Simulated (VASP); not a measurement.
# CdRe3 (Pm-3m) in VASP: notebook

Runs on CdRe3. Level: LDA. Tasks: single point, relaxation of cell and atoms.

Program: VASP 6.6.1. These are calculated values, not measurements. Logs are shortened: lines on timing, memory, paths and dates and some standing lists are left out, and cuts for length are marked.

## (1) The cell of the first run

Symmetry: Pm-3m, No. 221, cubic system. Conventional cell: a = 3.913 Å, b = 3.913 Å, c = 3.913 Å, α = 90.00°, β = 90.00°, γ = 90.00°. Within 3.6 Å of Cd (site symmetry m-3m) lie 12 Re at 2.77 Å. Re (site symmetry 4/mmm) has 4 Cd at 2.77 Å and 8 Re at 2.77 Å within 3.6 Å.

## (2) Single point, LDA

Input file INCAR:

```
SYSTEM = CdRe3
ALGO     = Normal         ! electronic algorithm
EDIFF    = 1E-6           ! SCF threshold, eV
ENCUT    = 600            ! plane-wave cutoff, eV
GGA_COMPAT= .FALSE.      
ISIF     = 2              ! what is computed and relaxed
ISMEAR   = -1             ! smearing method
LASPH    = .TRUE.         ! aspherical terms in the spheres
LCHARG   = .TRUE.         ! write CHGCAR
LELF     = .TRUE.         ! ELF
LREAL    = .FALSE.        ! projectors in reciprocal space
LVHAR    = .TRUE.       
LWAVE    = .FALSE.        ! write WAVECAR
NBANDS   = 24             ! bands
NELM     = 120            ! most SCF steps
PREC     = Accurate       ! precision mode
SIGMA    = 0.05           ! smearing width, eV
```

Input file KPOINTS:

```
k-points
0
G
  5 5 5
  0 0 0
```

Input file POSCAR:

```
CdRe3
1.0
    3.9130880373      0.0000000000      0.0000000000
    0.0000000000      3.9130880373      0.0000000000
    0.0000000000      0.0000000000      3.9130880373
Cd Re
1 3
Direct
    0.0000000000      0.0000000000      0.0000000000
    0.0000000000      0.5000000000      0.5000000000
    0.5000000000      0.0000000000      0.5000000000
    0.5000000000      0.5000000000      0.0000000000
```

Potentials or basis: VASP PAW LDA potentials, release 64 (Cd, Re).

Run with:

```bash
> cat potpaw_LDA.64/Cd/POTCAR potpaw_LDA.64/Re/POTCAR > POTCAR
> mpirun -np 1 vasp_std > vasp.out
```

OUTCAR:

```text
SYSTEM = CdRe3
   EDIFF = 1E-6
   ENCUT = 600
   ISIF = 2
   ISMEAR = -1
   LASPH = .TRUE.
   LREAL = .FALSE.
   NELM = 120
   PREC = Accurate

 ion  position               nearest neighbor table
   1  0.000  0.000  0.000-   2 2.77   3 2.77   4 2.77   2 2.77   3 2.77   2 2.77   4 2.77   2 2.77
                             3 2.77   4 2.77   3 2.77   4 2.77
   2  0.000  0.500  0.500-   1 2.77   3 2.77   4 2.77   1 2.77   4 2.77   1 2.77   3 2.77   1 2.77
                             3 2.77   4 2.77   4 2.77   3 2.77
   3  0.500  0.000  0.500-   1 2.77   2 2.77   4 2.77   1 2.77   4 2.77   2 2.77   4 2.77   4 2.77
                             1 2.77   2 2.77   1 2.77   2 2.77
   4  0.500  0.500  0.000-   1 2.77   2 2.77   3 2.77   2 2.77   3 2.77   1 2.77   3 2.77   3 2.77
                             1 2.77   2 2.77   2 2.77   1 2.77

  LATTYP: Found a simple cubic cell.
 ALAT       =     3.9130880373

  Lattice vectors:

 A1 = (   3.9130880373,   0.0000000000,   0.0000000000)
 A2 = (   0.0000000000,   3.9130880373,   0.0000000000)
 A3 = (   0.0000000000,   0.0000000000,   3.9130880373)

Analysis of symmetry for initial positions (statically):
=====================================================================
 Subroutine PRICEL returns:
 Original cell was already a primitive cell.

 Routine SETGRP: Setting up the symmetry group for a
 simple cubic supercell.

 Subroutine GETGRP returns: Found 48 space group operations
 (whereof 48 operations were pure point group operations)
 out of a pool of 48 trial point group operations.

The static configuration has the point symmetry O_h .

Analysis of symmetry for dynamics (positions and initial velocities):
=====================================================================
 Subroutine PRICEL returns:
 Original cell was already a primitive cell.

 Routine SETGRP: Setting up the symmetry group for a
 simple cubic supercell.

 Subroutine GETGRP returns: Found 48 space group operations
 (whereof 48 operations were pure point group operations)
 out of a pool of 48 trial point group operations.

The dynamic configuration has the point symmetry O_h .

 Subroutine INISYM returns: Found 48 space group operations
 (whereof 48 operations are pure point group operations),
 and found     1 'primitive' translations

----------------------------------------------------------------------------------------

                                     Primitive cell

  volume of cell :      59.9182

  direct lattice vectors                    reciprocal lattice vectors
     3.913088037  0.000000000  0.000000000     0.255552645  0.000000000  0.000000000
     0.000000000  3.913088037  0.000000000     0.000000000  0.255552645  0.000000000
     0.000000000  0.000000000  3.913088037     0.000000000  0.000000000  0.255552645

  length of vectors
     3.913088037  3.913088037  3.913088037     0.255552645  0.255552645  0.255552645

  position of ions in fractional coordinates (direct lattice)
     0.000000000  0.000000000  0.000000000
     0.000000000  0.500000000  0.500000000
     0.500000000  0.000000000  0.500000000
     0.500000000  0.500000000  0.000000000

  ion indices of the primitive-cell ions
   primitive index   ion index
                 1           1
                 2           2
                 3           3
                 4           4

----------------------------------------------------------------------------------------

 KPOINTS: k-points

Automatic generation of k-mesh.
 Grid dimensions read from file:
 generate k-points for:    5    5    5

 Generating k-lattice:

  Cartesian coordinates                     Fractional coordinates (reciprocal lattice)
     0.051110529  0.000000000  0.000000000     0.200000000  0.000000000  0.000000000
     0.000000000  0.051110529  0.000000000     0.000000000  0.200000000  0.000000000
     0.000000000  0.000000000  0.051110529     0.000000000  0.000000000  0.200000000

  Length of vectors
     0.051110529  0.051110529  0.051110529

  Shift w.r.t. Gamma in fractional coordinates (k-lattice)
     0.000000000  0.000000000  0.000000000

 Subroutine IBZKPT returns following result:
 ===========================================

 Found     10 irreducible k-points:

 Following reciprocal coordinates:
            Coordinates               Weight
  0.000000  0.000000  0.000000      1.000000
  0.200000  0.000000  0.000000      6.000000
  0.400000  0.000000  0.000000      6.000000
  0.200000  0.200000  0.000000     12.000000
  0.400000  0.200000  0.000000     24.000000
  0.400000  0.400000  0.000000     12.000000
  0.200000  0.200000  0.200000      8.000000
  0.400000  0.200000  0.200000     24.000000
  0.400000  0.400000  0.200000     24.000000
  0.400000  0.400000  0.400000      8.000000
   k-points           NKPTS =     10   k-points in BZ     NKDIM =     10   number of bands    NBANDS=     24
   number of dos      NEDOS =    301   number of ions     NIONS =      4
   total plane-waves  NPLWV =  32768
   dimension x,y,z NGX =    32 NGY =   32 NGZ =   32
   dimension x,y,z NGXF=    64 NGYF=   64 NGZF=   64
   ions per type =               1   3
   NGX,Y,Z   is equivalent  to a cutoff of  13.60, 13.60, 13.60 a.u.
   NGXF,Y,Z  is equivalent  to a cutoff of  27.19, 27.19, 27.19 a.u.
 SYSTEM =  CdRe3
   PREC   = accura    normal or accurate (medium, high low for compatibility)
   ISTART =      0    job   : 0-new  1-cont  2-samecut
   ICHARG =      2    charge: 1-file 2-atom 10-const
   ISPIN  =      1    spin polarized calculation?
   LNONCOLLINEAR =      F non collinear calculations
   LSORBIT =      F    spin-orbit coupling
   LASPH  =      T    aspherical Exc in radial PAW
   ENCUT  =  600.0 eV  44.10 Ry    6.64 a.u.   7.82  7.82  7.82*2*pi/ulx,y,z
   NELM   =    120;   NELMIN=  2; NELMDL= -5     # of ELM steps
   EDIFF  = 0.1E-05   stopping-criterion for ELM
   LREAL  =      F    real-space projection
   EDIFFG = 0.1E-04   stopping-criterion for IOM
   NSW    =      0    number of steps for IOM
   IBRION =     -1    ionic relax: 0-MD 1-quasi-New 2-CG
   NFREE  =      0    steps in history (QN), initial steepest desc. (CG)
   ISIF   =      2    stress and relaxation
   ISYM   =      2    0-nonsym 1-usesym 2-fastsym
   POTIM  = 0.5000    time-step for ionic-motion
   TEBEG  =    0.0;   TEEND  =   0.0 temperature during run
   PSTRESS=    0.0 pullay stress
   NELECT =      33.0000    total number of electrons
   NUPDOWN=      -1.0000    fix difference up-down
   EMIN   =  10.00;   EMAX   =-10.00  energy-range for DOS
   EFERMI =   0.00;   METHOD = LEGACY
   ISMEAR =    -1;   SIGMA  =   0.05  broadening in eV -4-tet -1-fermi 0-gaus
   EFERMI_NEDOS =   21; number of points for ismear=-14 and -15
   IALGO  =     38    algorithm
   IMIX   =      4    mixing-type and parameters
     AMIX     =   0.40;   BMIX     =  1.00
     AMIX_MAG =   1.60;   BMIX_MAG =  1.00
  volume/ion in A,a.u.               =      14.98       101.09
  Fermi-wavevector in a.u.,A,eV,Ry     =   1.341920  2.535861 24.500670  1.800748
  Thomas-Fermi vector in A             =   2.470115
   LORBIT       =      0    0 simple, 1 ext, 2 COOP (PROOUT), +10 PAW based schemes
   GGA     = CA    functional components
   LHFCALC =     F    Hartree Fock is set to
   AEXX    =    0.0000 exact exchange contribution
   IVDW    =     0    specifies the selected vdW correction
   LEPSILON=     F    determine dielectric tensor
   LRPA    =     F    only Hartree local field effects (RPA)
 non-spin polarized calculation
  energy-cutoff  :      600.00
  volume of cell :       59.92
 maximum number of plane-waves:      2007
 NGX is ok and might be reduce to    32
   NGX = 15   NGY = 15   NGZ = 15

 number of electron      33.0000000 magnetization

 Free energy of the ion-electron system (eV)
  ---------------------------------------------------
  ext. energy  EPLUGINS =         0.00000000
  ---------------------------------------------------
  free energy    TOTEN  =       -39.98607811 eV

  energy without entropy =      -39.95567838  energy(sigma->0) =      -39.97087825

 E-fermi :   7.5921     XC(G=0): -13.6761

 val. band max:        7.5911561173   @ k =   0.4000   0.4000   0.2000
 cond. band min:       7.7372807014   @ k =   0.4000   0.0000   0.0000
 fundamental gap:      0.1461245841
 Fermi energy:         7.5920661641

 k-point     1 :       0.0000    0.0000    0.0000
  band No.  band energies     occupation
      1      -3.1477      2.00000
      2      -2.7615      2.00000
      3      -2.7615      2.00000
      4      -2.4931      2.00000
      5      -2.4931      2.00000
      6      -2.4931      2.00000
[... 16 lines left out ...]
     23      11.7068      0.00000
     24      11.7068      0.00000

 k-point     2 :       0.2000    0.0000    0.0000
  band No.  band energies     occupation
      1      -2.6643      2.00000
      2      -2.6261      2.00000
      3      -2.5117      2.00000
      4      -2.4481      2.00000
      5      -2.3680      2.00000
      6      -2.3680      2.00000
[... 16 lines left out ...]
     23      12.3508      0.00000
     24      12.3508      0.00000

 k-point     3 :       0.4000    0.0000    0.0000
  band No.  band energies     occupation
      1      -2.4052      2.00000
      2      -2.3730      2.00000
      3      -2.3329      2.00000
      4      -2.1446      2.00000
      5      -2.1446      2.00000
      6      -0.9833      2.00000
[... 16 lines left out ...]
     23      14.0417      0.00000
     24      14.7200      0.00000

 k-point     4 :       0.2000    0.2000    0.0000
  band No.  band energies     occupation
      1      -2.5370      2.00000
      2      -2.4341      2.00000
      3      -2.3949      2.00000
      4      -2.3557      2.00000
      5      -2.3197      2.00000
      6      -1.9390      2.00000
[... 16 lines left out ...]
     23      12.2240      0.00000
     24      13.6440      0.00000

 k-point     5 :       0.4000    0.2000    0.0000
  band No.  band energies     occupation
      1      -2.3499      2.00000
      2      -2.2892      2.00000
      3      -2.2436      2.00000
      4      -2.1667      2.00000
      5      -2.1418      2.00000
      6      -0.5220      2.00000
[... 16 lines left out ...]
     23      12.9437      0.00000
     24      13.4980      0.00000

 k-point     6 :       0.4000    0.4000    0.0000
  band No.  band energies     occupation
      1      -2.4288      2.00000
      2      -2.1815      2.00000
      3      -2.1477      2.00000
      4      -2.1319      2.00000
      5      -1.8921      2.00000
      6       0.5199      2.00000
[... 16 lines left out ...]
     23      12.5267      0.00000
     24      12.5525      0.00000

 k-point     7 :       0.2000    0.2000    0.2000
  band No.  band energies     occupation
      1      -2.4578      2.00000
      2      -2.4578      2.00000
      3      -2.4142      2.00000
      4      -2.2119      2.00000
      5      -2.2119      2.00000
      6      -1.4030      2.00000
[... 16 lines left out ...]
     23      12.5049      0.00000
     24      12.5049      0.00000

 k-point     8 :       0.4000    0.2000    0.2000
  band No.  band energies     occupation
      1      -2.3723      2.00000
      2      -2.3328      2.00000
      3      -2.3201      2.00000
      4      -2.1592      2.00000
      5      -2.0241      2.00000
      6      -0.0928      2.00000
[... 16 lines left out ...]
     23      13.0664      0.00000
     24      13.3907      0.00000

 k-point     9 :       0.4000    0.4000    0.2000
  band No.  band energies     occupation
      1      -2.4910      2.00000
      2      -2.3495      2.00000
      3      -2.3493      2.00000
      4      -2.0840      2.00000
      5      -1.8932      2.00000
      6       0.5070      2.00000
[... 16 lines left out ...]
     23      12.0907      0.00000
     24      12.3000      0.00000

 k-point    10 :       0.4000    0.4000    0.4000
  band No.  band energies     occupation
      1      -2.6004      2.00000
      2      -2.5886      2.00000
      3      -2.5886      2.00000
      4      -1.9471      2.00000
      5      -1.9471      2.00000
      6      -0.0061      2.00000
[... 16 lines left out ...]
     23      11.0732      0.00000
     24      11.0732      0.00000

------------------------ aborting loop because EDIFF is reached ----------------------------------------

  FORCE on cell =-STRESS in cart. coord.  units (eV):
  Direction    XX          YY          ZZ          XY          YZ          ZX
  --------------------------------------------------------------------------------------
  -------------------------------------------------------------------------------------
  Total        0.7970130      0.7970130      0.7970130      0.0000000     -0.0000000     -0.0000000
  in kB       21.3116532     21.3116532     21.3116532      0.0000000     -0.0000000     -0.0000000
  external PRESSURE =      21.3116532 kB  Pullay stress =       0.0000000 kB

 VOLUME and BASIS-vectors are now :
 -----------------------------------------------------------------------------
  energy-cutoff  :      600.00
  volume of cell :       59.92
      direct lattice vectors                 reciprocal lattice vectors
     3.913088037  0.000000000  0.000000000     0.255552645  0.000000000  0.000000000
     0.000000000  3.913088037  0.000000000     0.000000000  0.255552645  0.000000000
     0.000000000  0.000000000  3.913088037     0.000000000  0.000000000  0.255552645

 POSITION                                       TOTAL-FORCE (eV/Angst)
 -----------------------------------------------------------------------------------
      0.00000      0.00000      0.00000         0.000000      0.000000      0.000000
      0.00000      1.95654      1.95654         0.000000      0.000000      0.000000
      1.95654      0.00000      1.95654         0.000000      0.000000      0.000000
      1.95654      1.95654      0.00000         0.000000      0.000000      0.000000
 -----------------------------------------------------------------------------------
    total drift:                                0.000000     -0.000000     -0.000000

  FREE ENERGIE OF THE ION-ELECTRON SYSTEM (eV)
  ---------------------------------------------------
  free  energy   TOTEN  =       -39.9860781123 eV

  energy  without entropy=      -39.9556783794  energy(sigma->0) =      -39.97087825
```

Wall time 25 s (1 thread of Intel Xeon 8259CL, shared host); peak memory 0.16 GiB.

Results:

```
Free energy            : -39.9861 eV
Pressure               : 2.1 GPa
Band gap on the k mesh : zero (an odd number of electrons rules out a gap without spin polarisation)
```

Caveat: spin-orbit coupling is left out, which moves the levels of the heavy elements.

## (3) Relaxation of cell and atoms, LDA

This run uses another cell than the first one, of 16.27 Å³/atom.

Input file INCAR:

```
PREC     = Accurate       # precision mode
ENCUT    = 600            # plane-wave cutoff, eV
EDIFF    = 1E-7           # SCF threshold, eV
ISMEAR   = -1             # smearing method
SIGMA    = 0.05           # smearing width, eV
LREAL    = False          # projectors in reciprocal space
LASPH    = True           # aspherical terms in the spheres
NELM     = 120            # most SCF steps
ALGO     = Normal         # electronic algorithm
ISIF     = 3              # what is computed and relaxed
LWAVE    = False          # write WAVECAR
LCHARG   = False          # write CHGCAR
IBRION   = 2              # ionic algorithm
NSW      = 60             # ionic steps
EDIFFG   = -0.01          # ionic threshold
GGA_COMPAT= False        
NELMIN   = 4
```

Input file KPOINTS:

```
Automatic mesh
0
Gamma
  5 5 5
```

Input file POSCAR:

```
CdRe3
1.0
    4.0225000000      0.0000000000      0.0000000000
    0.0000000000      4.0225000000      0.0000000000
    0.0000000000      0.0000000000      4.0225000000
Cd Re
1 3
Direct
    0.0000000000      0.0000000000      0.0000000000
    0.0000000000      0.5000000000      0.5000000000
    0.5000000000      0.0000000000      0.5000000000
    0.5000000000      0.5000000000      0.0000000000
```

Potentials or basis: VASP PAW LDA potentials, release 64 (Cd, Re).

Run with:

```bash
> cat potpaw_LDA.64/Cd/POTCAR potpaw_LDA.64/Re/POTCAR > POTCAR
> mpirun -np 1 vasp_std > vasp.out
```

It took 1.8 min on 1 thread of Intel Xeon 8259CL, shared host; peak memory 0.17 GiB.

The run converged. Its results:

```yaml
Free_energy: -39.9905 eV
Relaxed_volume: 15.08 Å³/atom
Relaxed_cell: a = 3.922 Å, b = 3.922 Å, c = 3.922 Å, α = 90.00°, β = 90.00°, γ = 90.00°
Space_group_after_relaxing_to_0.1_Å: Pm-3m (No. 221)
Pressure_after_relaxing: 0.0 GPa
Band_gap_on_the_k_mesh: zero (an odd number of electrons rules out a gap without spin polarisation)
```

Final structure:
```
CELL_PARAMETERS angstrom
3.92198 0.00000 0.00000
0.00000 3.92198 0.00000
0.00000 0.00000 3.92198
ATOMIC_POSITIONS crystal
Cd 0.00000 0.00000 0.00000
Re 0.00000 0.50000 0.50000
Re 0.50000 0.00000 0.50000
Re 0.50000 0.50000 0.00000
```

Levels at points of the mesh, in eV from the Fermi level:
```tsv
k point	band 12	band 13	band 14	band 15	band 16	band 17	band 18	band 19	band 20
(0.00, 0.00, 0.00)	-3.87	0.20	0.20	0.20	1.13	1.13	1.13	1.88	1.88
```

Caveat: spin-orbit coupling is left out, which moves the levels of the heavy elements.

The gap in the log of VASP goes by the Fermi energy; the results here count the filled bands.